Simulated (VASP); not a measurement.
Here is a VASP 6.6.1 calculation.

The input INCAR:

```
  PREC = Accurate
  ENCUT = 600
  EDIFF = 1E-6
  ISMEAR = 0
  SIGMA = 0.1
  LREAL = False
  LASPH = True
  NELM = 120
  ALGO = Normal
  ISIF = 2
  LWAVE = False
  LCHARG = False
  GGA = PE
  NBANDS = 18
  GGA_COMPAT = False
```

The input KPOINTS:

```
regular mesh
0
Gamma
  12 12 12
```

The input POSCAR:

```
SnC2
1.0
    1.7375275613      1.0031620052      3.9167946100
   -1.7375275613      1.0031620052      3.9167946100
    0.0000000000     -2.0063240104      3.9167946100
Sn C
1 2
Direct
    0.5000000000      0.5000000000      0.5000000000
    0.0563063257      0.0563063257      0.0563063257
    0.9436936743      0.9436936743      0.9436936743
```

Potentials or basis: VASP PAW PBE potentials, release 64 (Sn_d, C).

The run is started by

```sh
$ cat potpaw_PBE.64/Sn_d/POTCAR potpaw_PBE.64/C/POTCAR > POTCAR
$ mpirun -np 1 vasp_std > vasp.out
```

**Question.** What does it give for the band gap on the k mesh?

**Answer.** Zero (bands 11 and 12 overlap by 4.24 eV).

**Question.** Estimate the largest force.

**Answer.** 0.077 eV/Å.

**Question.** Predict the pressure.

**Answer.** 0.1 GPa.

Stress tensor (GPa, compression positive):
```
-0.05  0.00  0.00
 0.00 -0.05  0.00
 0.00  0.00  0.27
```

Caveat: spin-orbit coupling is left out, which moves the levels of the heavy elements.
